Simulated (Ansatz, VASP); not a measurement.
## Sn2TeO3: VASP beside Ansatz

```xyz
6
Lattice="3.2742 0.0000 0.0000 -1.6371 2.8355 0.0000 0.0000 0.0000 13.6237" Properties=species:S:1:pos:R:3 pbc="T T T"
Sn    0.0000    0.0000    0.5581
Sn    0.0000    0.0000    5.9785
Te    0.0000    1.8904    9.2175
O     0.0000    1.8904    1.5424
O     1.6371    0.9452   13.1825
O     1.6371    0.9452    4.9425
```

Alike in both runs: functional PBE; k mesh 12 × 12 × 4; occupations gaussian, width 0.1 eV; no spin polarisation.

Ansatz relaxed the structure, and its values are those at the end. VASP's run is a single point on that final structure, the one shown.

|  | VASP | Ansatz |
| --- | --- | --- |
| version | VASP 6.6.1 | Ansatz 0.2.0 |
| potentials or method | VASP PAW PBE potentials, release 64 (Sn_d, Te, O), cutoff 520 eV | scalar-relativistic, plane waves, PAW |
| valence electrons in the cell | 52 | 62 |

```csv
,VASP,Ansatz,Ansatz less VASP
gap on the k mesh at the Fermi level (eV),none,none,-
pressure (GPa),0.2,0.0,-0.22
rms of the force components (eV/Å),0.025,0.000,-0.0245
```

A gap of «none» marks a metal or a gap that the smearing closes. With one functional, cell and mesh, what is left measures potentials, basis and numerics. VASP's potentials hold 52 valence electrons a cell and Ansatz's 62, so a difference there can come from the potentials and not from the codes.

Spin-orbit coupling is off throughout.
